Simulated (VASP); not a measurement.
Li2Se:

```
CELL_PARAMETERS angstrom
0.00000 2.99352 2.99352
2.99352 0.00000 2.99352
2.99352 2.99352 0.00000
ATOMIC_POSITIONS crystal
Se 0.00000 0.00000 0.00000
Li 0.25000 0.25000 0.25000
Li 0.75000 0.75000 0.75000
```

Base run:

```yaml
Program: VASP 6.6.1
Functional: PBE
Potentials_or_basis: VASP PAW PBE potentials, release 64 (Se, Li_sv)
Cutoff: 750 eV
k_mesh: 8 × 8 × 8
Occupations: gaussian, width 0.01 eV
Spin: no spin polarisation
```

Its results: band gap on the k mesh 2.97 eV, indirect (least direct gap 3.42 eV); pressure 0.3 GPa.

Problem. The run is repeated on the same cell with these changes: functional from PBE to r2SCAN; cutoff from 750 eV to 830 eV. What comes out?

Solution. Band gap on the k mesh 3.46 eV, indirect (least direct gap 4.18 eV); pressure -0.2 GPa.

r2SCAN gives the wider gap, since meta-GGAs in the generalised Kohn-Sham scheme recover part of the derivative discontinuity.

Caveats: the PAW data sets were made with another functional, which shifts forces and pressure a little (some runs).

A k mesh can miss the band edges.
